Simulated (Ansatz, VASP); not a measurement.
## Two plane-wave programs on AlN

```
CELL_PARAMETERS angstrom
-3.10667 0.00000 0.00000
-1.55333 -2.69045 0.00000
0.00000 0.00000 11.45681
ATOMIC_POSITIONS crystal
Al 0.33333 0.33333 0.56889
Al 0.33333 0.33333 0.13436
Al 0.66667 0.66667 0.78616
Al 0.66667 0.66667 0.35162
N 0.33333 0.33333 0.73472
N 0.33333 0.33333 0.30018
N 0.66667 0.66667 0.08291
N 0.66667 0.66667 0.51745
```

Alike in both runs: task single point; functional r2SCAN; k mesh 8 × 8 × 3; occupations gaussian, width 0.05 eV; no spin polarisation.

```csv
,VASP,Ansatz
version,VASP 6.6.1,Ansatz 0.2.0
potentials or method,"VASP PAW PBE potentials, release 64 (Al, N), cutoff 520 eV","scalar-relativistic, plane waves, PAW"
valence electrons in the cell,32,32
```

```tsv
	VASP	Ansatz	Ansatz less VASP
gap on the k mesh at the Fermi level (eV)	0.11	0.10	-0.016
least direct gap on the mesh (eV)	0.11	0.10	-0.016
pressure (GPa)	-4.0	-3.7	+0.33
traceless stress, the component that is largest in VASP (GPa)	-6.05	-5.94	+0.105
rms of the force components (eV/Å)	0.869	0.875	+0.0055
```

VASP's potentials were made for PBE, not for r2SCAN. Atom by atom the forces differ by 0.008 eV/Å (rms over components).
